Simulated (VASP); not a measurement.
# C (Fd-3m) in VASP: a series of runs

The runs below take C through relaxation of cell and atoms, with PBEsol.

All numbers are computed with VASP 6.6.1; they aren't measurements. Logs are shortened: lines on timing, memory, paths and dates and some standing lists are left out, and cuts for length are marked.

### 1 The cell of the first run

It takes space group Fd-3m (No. 227, cubic). The conventional cell has a = 3.567 Å, b = 3.567 Å, c = 3.567 Å, α = 90.00°, β = 90.00°, γ = 90.00°. Within 2.1 Å of C (site symmetry -43m) lie 4 C at 1.54 Å.

### 2 Relaxation of cell and atoms, PBEsol, target pressure 10 GPa, at which the enthalpy is minimised

INCAR

```
SYSTEM = C
PREC = Accurate
ENCUT = 600
EDIFF = 1E-6
ISMEAR = -1
SIGMA = 0.05
LREAL = .False.
LASPH = .True.
NELM = 60
ALGO = Normal
ISIF = 3
LWAVE = .False.
LCHARG = .False.
GGA = PS
IBRION = 2
NSW = 60
EDIFFG = -0.01
PSTRESS = 100.0
```

KPOINTS

```
Automatic mesh
0
Gamma
  13 13 13
  0 0 0
```

POSCAR

```
C
1.0
    0.0000000000      1.7833700000      1.7833700000
    1.7833700000      0.0000000000      1.7833700000
    1.7833700000      1.7833700000      0.0000000000
C
2
Direct
    0.7500000000      0.7500000000      0.7500000000
    0.5000000000      0.5000000000      0.5000000000
```

Potentials or basis: VASP PAW PBE potentials, release 64 (C).

Run with:

```
cat potpaw_PBE.64/C/POTCAR > POTCAR
mpirun -np 1 vasp_std > vasp.out
```

OUTCAR:

```text
SYSTEM = C
   PREC = Accurate
   ENCUT = 600
   EDIFF = 1E-6
   ISMEAR = -1
   LREAL = .False.
   LASPH = .True.
   NELM = 60
   ISIF = 3
   GGA = PS
   IBRION = 2
   NSW = 60
   EDIFFG = -0.01
   PSTRESS = 100.0

 ion  position               nearest neighbor table
   1  0.750  0.750  0.750-   2 1.54   2 1.54   2 1.54   2 1.54
   2  0.500  0.500  0.500-   1 1.54   1 1.54   1 1.54   1 1.54

  LATTYP: Found a face centered cubic cell.
 ALAT       =     3.5667400000

  Lattice vectors:

 A1 = (   0.0000000000,   1.7833700000,   1.7833700000)
 A2 = (   1.7833700000,   0.0000000000,   1.7833700000)
 A3 = (   1.7833700000,   1.7833700000,   0.0000000000)

Analysis of symmetry for initial positions (statically):
=====================================================================
 Subroutine PRICEL returns:
 Original cell was already a primitive cell.

 Routine SETGRP: Setting up the symmetry group for a
 face centered cubic supercell.

 Subroutine GETGRP returns: Found 48 space group operations
 (whereof 24 operations were pure point group operations)
 out of a pool of 48 trial point group operations.

The static configuration has the point symmetry T_d .
 The point group associated with its full space group is O_h .

Analysis of symmetry for dynamics (positions and initial velocities):
=====================================================================
 Subroutine PRICEL returns:
 Original cell was already a primitive cell.

 Routine SETGRP: Setting up the symmetry group for a
 face centered cubic supercell.

 Subroutine GETGRP returns: Found 48 space group operations
 (whereof 24 operations were pure point group operations)
 out of a pool of 48 trial point group operations.

The dynamic configuration has the point symmetry T_d .
 The point group associated with its full space group is O_h .

 Subroutine INISYM returns: Found 48 space group operations
 (whereof 24 operations are pure point group operations),
 and found     1 'primitive' translations

----------------------------------------------------------------------------------------

                                     Primitive cell

  volume of cell :      11.3437

  direct lattice vectors                    reciprocal lattice vectors
     0.000000000  1.783370000  1.783370000    -0.280368067  0.280368067  0.280368067
     1.783370000  0.000000000  1.783370000     0.280368067 -0.280368067  0.280368067
     1.783370000  1.783370000  0.000000000     0.280368067  0.280368067 -0.280368067

  length of vectors
     2.522066041  2.522066041  2.522066041     0.485611737  0.485611737  0.485611737

  position of ions in fractional coordinates (direct lattice)
     0.750000000  0.750000000  0.750000000
     0.500000000  0.500000000  0.500000000

  ion indices of the primitive-cell ions
   primitive index   ion index
                 1           1
                 2           2

----------------------------------------------------------------------------------------

 KPOINTS: Automatic mesh

Automatic generation of k-mesh.
 Grid dimensions read from file:
 generate k-points for:   13   13   13

 Generating k-lattice:

  Cartesian coordinates                     Fractional coordinates (reciprocal lattice)
    -0.021566774  0.021566774  0.021566774     0.076923077  0.000000000  0.000000000
     0.021566774 -0.021566774  0.021566774     0.000000000  0.076923077  0.000000000
     0.021566774  0.021566774 -0.021566774     0.000000000  0.000000000  0.076923077

  Length of vectors
     0.037354749  0.037354749  0.037354749

  Shift w.r.t. Gamma in fractional coordinates (k-lattice)
     0.000000000  0.000000000  0.000000000

 Subroutine IBZKPT returns following result:
 ===========================================

 Found     84 irreducible k-points:

 Following reciprocal coordinates:
            Coordinates               Weight
  0.000000  0.000000  0.000000      1.000000
  0.076923  0.000000  0.000000      8.000000
  0.153846  0.000000  0.000000      8.000000
  0.230769  0.000000  0.000000      8.000000
  0.307692  0.000000  0.000000      8.000000
  0.384615  0.000000  0.000000      8.000000
[... 16 lines left out ...]
  0.384615  0.153846  0.000000     24.000000
  0.461538  0.153846  0.000000     24.000000
 [... further k-points ...]
   k-points           NKPTS =     84   k-points in BZ     NKDIM =     84   number of bands    NBANDS=      8
   number of dos      NEDOS =    301   number of ions     NIONS =      2
   total plane-waves  NPLWV =   8000
   dimension x,y,z NGX =    20 NGY =   20 NGZ =   20
   dimension x,y,z NGXF=    40 NGYF=   40 NGZF=   40
   ions per type =               2
   NGX,Y,Z   is equivalent  to a cutoff of  13.18, 13.18, 13.18 a.u.
   NGXF,Y,Z  is equivalent  to a cutoff of  26.37, 26.37, 26.37 a.u.
 SYSTEM =  C
   PREC   = accura    normal or accurate (medium, high low for compatibility)
   ISTART =      0    job   : 0-new  1-cont  2-samecut
   ICHARG =      2    charge: 1-file 2-atom 10-const
   ISPIN  =      1    spin polarized calculation?
   LNONCOLLINEAR =      F non collinear calculations
   LSORBIT =      F    spin-orbit coupling
   LASPH  =      T    aspherical Exc in radial PAW
   ENCUT  =  600.0 eV  44.10 Ry    6.64 a.u.   5.04  5.04  5.04*2*pi/ulx,y,z
   NELM   =     60;   NELMIN=  2; NELMDL= -5     # of ELM steps
   EDIFF  = 0.1E-05   stopping-criterion for ELM
   LREAL  =      F    real-space projection
   EDIFFG = -.1E-01   stopping-criterion for IOM
   NSW    =     60    number of steps for IOM
   IBRION =      2    ionic relax: 0-MD 1-quasi-New 2-CG
   NFREE  =      1    steps in history (QN), initial steepest desc. (CG)
   ISIF   =      3    stress and relaxation
   ISYM   =      2    0-nonsym 1-usesym 2-fastsym
   POTIM  = 0.5000    time-step for ionic-motion
   TEBEG  =    0.0;   TEEND  =   0.0 temperature during run
   PSTRESS=  100.0 pullay stress
   NELECT =       8.0000    total number of electrons
   NUPDOWN=      -1.0000    fix difference up-down
   EMIN   =  10.00;   EMAX   =-10.00  energy-range for DOS
   EFERMI =   0.00;   METHOD = LEGACY
   ISMEAR =    -1;   SIGMA  =   0.05  broadening in eV -4-tet -1-fermi 0-gaus
   EFERMI_NEDOS =   21; number of points for ismear=-14 and -15
   IALGO  =     38    algorithm
   IMIX   =      4    mixing-type and parameters
     AMIX     =   0.40;   BMIX     =  1.00
     AMIX_MAG =   1.60;   BMIX_MAG =  1.00
  volume/ion in A,a.u.               =       5.67        38.28
  Fermi-wavevector in a.u.,A,eV,Ry     =   1.457203  2.753714 28.891161  2.123440
  Thomas-Fermi vector in A             =   2.574032
   LORBIT       =      0    0 simple, 1 ext, 2 COOP (PROOUT), +10 PAW based schemes
   GGA     = PS    functional components
   LHFCALC =     F    Hartree Fock is set to
   AEXX    =    0.0000 exact exchange contribution
   IVDW    =     0    specifies the selected vdW correction
   LEPSILON=     F    determine dielectric tensor
   LRPA    =     F    only Hartree local field effects (RPA)
 conjugate gradient relaxation of ions
 non-spin polarized calculation
  energy-cutoff  :      600.00
  volume of cell :       11.34
 maximum number of plane-waves:       388
   NGX =  9   NGY =  9   NGZ =  9

--------------------------------------- Ionic step        1  -------------------------------------------

 number of electron       7.9999999 magnetization

 Free energy of the ion-electron system (eV)
  ---------------------------------------------------
  ext. energy  EPLUGINS =         0.00000000
  ---------------------------------------------------
  free energy    TOTEN  =       -19.25323146 eV

  energy without entropy =      -19.25323146  energy(sigma->0) =      -19.25323146

------------------------ aborting loop because EDIFF is reached ----------------------------------------

  FORCE on cell =-STRESS in cart. coord.  units (eV):
  Direction    XX          YY          ZZ          XY          YZ          ZX
  --------------------------------------------------------------------------------------
  -------------------------------------------------------------------------------------
  Total       -0.3118501     -0.3118501     -0.3118501     -0.0000000     -0.0000000      0.0000000
  in kB      -44.0455620    -44.0455620    -44.0455620     -0.0000000     -0.0000000      0.0000000
  external PRESSURE =    -144.0455620 kB  Pullay stress =     100.0000000 kB

 VOLUME and BASIS-vectors are now :
 -----------------------------------------------------------------------------
  energy-cutoff  :      600.00
  volume of cell :       11.34
      direct lattice vectors                 reciprocal lattice vectors
     0.000000000  1.783370000  1.783370000    -0.280368067  0.280368067  0.280368067
     1.783370000  0.000000000  1.783370000     0.280368067 -0.280368067  0.280368067
     1.783370000  1.783370000  0.000000000     0.280368067  0.280368067 -0.280368067
[... 46 lines left out ...]
  FREE ENERGIE OF THE ION-ELECTRON SYSTEM (eV)
  ---------------------------------------------------
  free  energy   TOTEN  =       -19.1863826274 eV

  energy  without entropy=      -19.1863826273  energy(sigma->0) =      -19.18638263

  enthalpy is  TOTEN    =       -18.5293434005 eV   P V=        0.6570392269

--------------------------------------- Ionic step        3  -------------------------------------------

 number of electron       7.9999999 magnetization

 Free energy of the ion-electron system (eV)
  ---------------------------------------------------
  ext. energy  EPLUGINS =         0.00000000
  ---------------------------------------------------
  free energy    TOTEN  =       -19.24772731 eV

  energy without entropy =      -19.24772731  energy(sigma->0) =      -19.24772731

 E-fermi :  11.0465     XC(G=0): -13.5866

 val. band max:       10.1620341212   @ k =   0.0000   0.0000   0.0000
 cond. band min:      14.2430101339   @ k =   0.3846   0.3846   0.0000
 fundamental gap:      4.0809760127
 Fermi energy:        11.0465166081

 k-point     1 :       0.0000    0.0000    0.0000
  band No.  band energies     occupation
      1     -11.7810      2.00000
      2      10.1620      2.00000
      3      10.1620      2.00000
      4      10.1620      2.00000
      5      15.7870      0.00000
      6      15.7870      0.00000
      7      15.7870      0.00000
      8      24.2445      0.00000

 k-point     2 :       0.0769    0.0000    0.0000
  band No.  band energies     occupation
      1     -11.6134      2.00000
      2       9.0613      2.00000
      3       9.8705      2.00000
      4       9.8705      2.00000
      5      16.1676      0.00000
      6      16.1676      0.00000
      7      16.4527      0.00000
      8      24.3551      0.00000
[... 221 lines left out ...]
 k-point    23 :       0.3846    0.1538    0.0000
  band No.  band energies     occupation
      1      -8.1106      2.00000
      2       0.9318      2.00000
      3       6.1530      2.00000
      4       6.3345      2.00000
      5      16.8385      0.00000
      6      21.0554      0.00000
      7      21.2168      0.00000
      8      22.9451      0.00000

 k-point    24 :       0.4615    0.1538    0.0000
  band No.  band energies     occupation
      1      -6.6223      2.00000
      2      -1.3843      2.00000
      3       5.6127      2.00000
      4       6.1164      2.00000
      5      17.2564      0.00000
      6      20.9026      0.00000
      7      21.4251      0.00000
      8      24.2447      0.00000

 [... further k-points ...]
[... 5 lines left out ...]
  --------------------------------------------------------------------------------------
  -------------------------------------------------------------------------------------
  Total        0.6755314      0.6755314      0.6755314     -0.0000000      0.0000000     -0.0000000
  in kB       98.4210170     98.4210170     98.4210170     -0.0000000      0.0000000     -0.0000000
  external PRESSURE =      -1.5789830 kB  Pullay stress =     100.0000000 kB

 VOLUME and BASIS-vectors are now :
 -----------------------------------------------------------------------------
  energy-cutoff  :      600.00
  volume of cell :       11.00
      direct lattice vectors                 reciprocal lattice vectors
     0.000000000  1.765005644  1.765005644    -0.283285213  0.283285213  0.283285213
     1.765005644 -0.000000000  1.765005644     0.283285213 -0.283285213  0.283285213
     1.765005644  1.765005644 -0.000000000     0.283285213  0.283285213 -0.283285213

 POSITION                                       TOTAL-FORCE (eV/Angst)
 -----------------------------------------------------------------------------------
      2.64751      2.64751      2.64751        -0.000000     -0.000000     -0.000000
      1.76501      1.76501      1.76501         0.000000      0.000000      0.000000
 -----------------------------------------------------------------------------------
    total drift:                                0.000000     -0.000000      0.000000

  FREE ENERGIE OF THE ION-ELECTRON SYSTEM (eV)
  ---------------------------------------------------
  free  energy   TOTEN  =       -19.2477273133 eV

  energy  without entropy=      -19.2477273133  energy(sigma->0) =      -19.24772731

  enthalpy is  TOTEN    =       -18.5613582365 eV   P V=        0.6863690768

 reached required accuracy - stopping structural energy minimisation
```

Run time: 8.2 s. Hardware: 1 thread of AMD EPYC 9R45 (Zen 5), shared host; peak memory 0.09 GiB.

Results:

| Property | Result |
| --- | --- |
| Free energy | -19.2477 eV |
| Relaxed volume | 5.50 Å³/atom |
| Relaxed cell | a = 2.496 Å, b = 2.496 Å, c = 2.496 Å, α = 60.00°, β = 60.00°, γ = 60.00° |
| Space group after relaxing (to 0.05 Å) | Fd-3m (No. 227) |
| Energy change on relaxing (the enthalpy is what falls) | +2.8 meV/atom |
| Ionic steps | 3 |
| Pressure after relaxing | 9.8 GPa |
| Band gap on the k mesh | 4.08 eV, indirect (least direct gap 5.62 eV) |

The path:
```tsv
step	energy change (eV)	largest force (eV/Å)	pressure (GPa)	volume (Å³)
1	0.0000	0.0000	-4.40	11.34
2	0.0668	0.0000	32.75	10.53
3	0.0055	0.0000	9.84	11.00
```

Final structure:
```xyz
2
Lattice="0.0000 1.7650 1.7650 1.7650 0.0000 1.7650 1.7650 1.7650 0.0000" Properties=species:S:1:pos:R:3 pbc="T T T"
C     2.6475    2.6475    2.6475
C     1.7650    1.7650    1.7650
```

Levels at points of the mesh, in eV from the valence-band top:
```tsv
k point	band 1	band 2	band 3	band 4	band 5	band 6	band 7	band 8
(0.00, 0.00, 0.00)	-21.94	0.00	0.00	0.00	5.62	5.62	5.62	14.08
```

Caveat: the cell is relaxed towards a set pressure, so the enthalpy falls and the energy may rise; the PAW data sets were made with another functional, which shifts forces and pressure a little.

### 3 Relaxation of cell and atoms, PBEsol, target pressure 20 GPa, at which the enthalpy is minimised

INCAR

```
  ALGO = Normal
  EDIFF = 1E-6
  EDIFFG = -0.01
  ENCUT = 600
  GGA = PS
  IBRION = 2
  ISIF = 3
  ISMEAR = -1
  LASPH = T
  LCHARG = F
  LREAL = F
  LWAVE = F
  NELM = 100
  NSW = 60
  PREC = Accurate
  PSTRESS = 200.0
  SIGMA = 0.05
```

KPOINTS

```
k-points
0
Gamma
  13 13 13
```

POSCAR is that of step 2.

Potentials or basis: VASP PAW PBE potentials, release 64 (C).

Run with:

```
cat potpaw_PBE.64/C/POTCAR > POTCAR
mpirun -np 1 vasp_std > vasp.out
```

Wall time 9.6 s (1 thread of AMD EPYC 9R45 (Zen 5), shared host); peak memory 0.09 GiB.

It converged, with:

```
Free energy                                            : -19.2274 eV
Relaxed volume                                         : 5.39 Å³/atom
Relaxed cell                                           : a = 2.479 Å, b = 2.479 Å, c = 2.479 Å, α = 60.00°, β = 60.00°, γ = 60.00°
Space group after relaxing (to 0.05 Å)                 : Fd-3m (No. 227)
Energy change on relaxing (the enthalpy is what falls) : +12.9 meV/atom
Ionic steps                                            : 4
Pressure after relaxing                                : 20.0 GPa
Band gap on the k mesh                                 : 4.13 eV, indirect (least direct gap 5.68 eV)
```

Step by step:
```
step  energy change (eV)  largest force (eV/Å)  pressure (GPa)  volume (Å³)
   1              0.0000                0.0000           -4.40        11.34
   2              0.2314                0.0000           65.58         9.98
   3              0.0245                0.0000           19.46        10.79
   4              0.0258                0.0000           19.98        10.78
```

Final structure:
```xyz
2
Lattice="0.0000 1.7532 1.7532 1.7532 0.0000 1.7532 1.7532 1.7532 0.0000" Properties=species:S:1:pos:R:3 pbc="T T T"
C     2.6298    2.6298    2.6298
C     1.7532    1.7532    1.7532
```

Levels at points of the mesh, in eV from the valence-band top:
```tsv
k point	band 1	band 2	band 3	band 4	band 5	band 6	band 7	band 8
(0.00, 0.00, 0.00)	-22.22	0.00	0.00	0.00	5.68	5.68	5.68	14.55
```

Caveat: the cell is relaxed towards a set pressure, so the enthalpy falls and the energy may rise; the PAW data sets were made with another functional, which shifts forces and pressure a little.
